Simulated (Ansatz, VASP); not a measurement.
Al12H: VASP beside Ansatz

File INCAR:

```
SYSTEM = Al12H
  ALGO = Normal
  DIPOL = 0.5 0.5 0.309
  EDIFF = 1E-7
  ENCUT = 520
  GGA = PE
  IDIPOL = 3
  ISIF = 2
  ISMEAR = 0
  ISPIN = 2
  LASPH = .TRUE.
  LCHARG = .FALSE.
  LDIPOL = .TRUE.
  LORBIT = 11
  LREAL = .FALSE.
  LWAVE = .FALSE.
  MAGMOM = 0 0 0 0 0 0 0 0 0 0 0 0 1
  NBANDS = 34
  NELM = 150
  PREC = Accurate
  SIGMA = 0.1
```

Contents of KPOINTS:

```
k-points
0
G
  6 6 1
  0 0 0
```

POSCAR

```
Al12H
1.0
    5.7143028096      0.0000000000      0.0000000000
   -2.8571514048      4.9487313980      0.0000000000
    0.0000000000      0.0000000000     21.6016424764
Al H
12 1
Direct
    0.3333333333      0.1666666667      0.1851711047
    0.3333333333      0.6666666667      0.1851711047
    0.8333333333      0.1666666667      0.1851711047
    0.8333333333      0.6666666667      0.1851711047
    0.1666666667      0.3333333333      0.2916873740
    0.1666666667      0.8333333333      0.2916873740
    0.6666666667      0.3333333333      0.2916873740
    0.6666666667      0.8333333333      0.2916873740
    0.0000000000      0.0000000000      0.3981939098
    0.0000000000      0.5000000000      0.3981939098
    0.5000000000      0.0000000000      0.3981939098
    0.5000000000      0.5000000000      0.3981939098
    0.3333333333     -0.3333333333      0.5171663446
```

Input for Ansatz:

```yaml
crystal:
  lattice:
    - [5.7143028096, 0.0, 0.0]
    - [-2.8571514048, 4.948731398, 0.0]
    - [0.0, 0.0, 21.6016424764]
  atoms:
    - { symbol: Al, position: [0.3333333333, 0.1666666667, 0.1851711047] }
    - { symbol: Al, position: [0.3333333333, 0.6666666667, 0.1851711047] }
    - { symbol: Al, position: [0.8333333333, 0.1666666667, 0.1851711047] }
    - { symbol: Al, position: [0.8333333333, 0.6666666667, 0.1851711047] }
    - { symbol: Al, position: [0.1666666667, 0.3333333333, 0.291687374] }
    - { symbol: Al, position: [0.1666666667, 0.8333333333, 0.291687374] }
    - { symbol: Al, position: [0.6666666667, 0.3333333333, 0.291687374] }
    - { symbol: Al, position: [0.6666666667, 0.8333333333, 0.291687374] }
    - { symbol: Al, position: [0.0, 0.0, 0.3981939098] }
    - { symbol: Al, position: [0.0, 0.5, 0.3981939098] }
    - { symbol: Al, position: [0.5, 0.0, 0.3981939098] }
    - { symbol: Al, position: [0.5, 0.5, 0.3981939098] }
    - { symbol: H, position: [0.3333333333, -0.3333333333, 0.5171663446], spin: 1.0 }
basis:
  ecutwfc: 420
kpoints:
  mp_grid: { grid: [6, 6, 1] }
hamiltonian:
  xc: pbe
scf:
  occupations: { method: gaussian, width: 0.1 }
output:
  forces: true
  eigenvalues: true
  populations: true
  write_density: true
  write_potential: true
  elf: true
  volumetric_format: npy
magnetization:
  spin_polarized: true
efield:
  axis: 3
  dipole_correction: true
  ramp_width: 0.04
```

Alike in both runs: task single point; functional PBE; k mesh 6 × 6 × 1; occupations gaussian, width 0.1 eV; collinear spin.

|  | VASP | Ansatz |
| --- | --- | --- |
| version | VASP 6.6.1 | Ansatz 0.2.0 |
| potentials or method | VASP PAW PBE potentials, release 64 (Al, H), cutoff 520 eV | scalar-relativistic, plane waves, PAW |
| valence electrons in the cell | 37 | 37 |

VASP gave:

| Item | Value |
| --- | --- |
| gap on the k mesh at the Fermi level (eV) | none |
| rms of the force components (eV/Å) | 0.157 |
| net moment per atom (μB) | 0.03 |
| size of the moment on the site where the two differ most (μB) | 0.22 |

Q: What did Ansatz give for the same quantities?

A: gap on the k mesh at the Fermi level (eV): none; rms of the force components (eV/Å): 0.158; net moment per atom (μB): 0.03; size of the moment on the site where the two differ most (μB): 0.50.

Site moments also hang on the region over which each program counts them. Atom by atom the forces differ by 0.001 eV/Å (rms over components). A gap of «none» marks a metal or a gap that the smearing closes. Ansatz's warnings: xc potential rough in thin density.
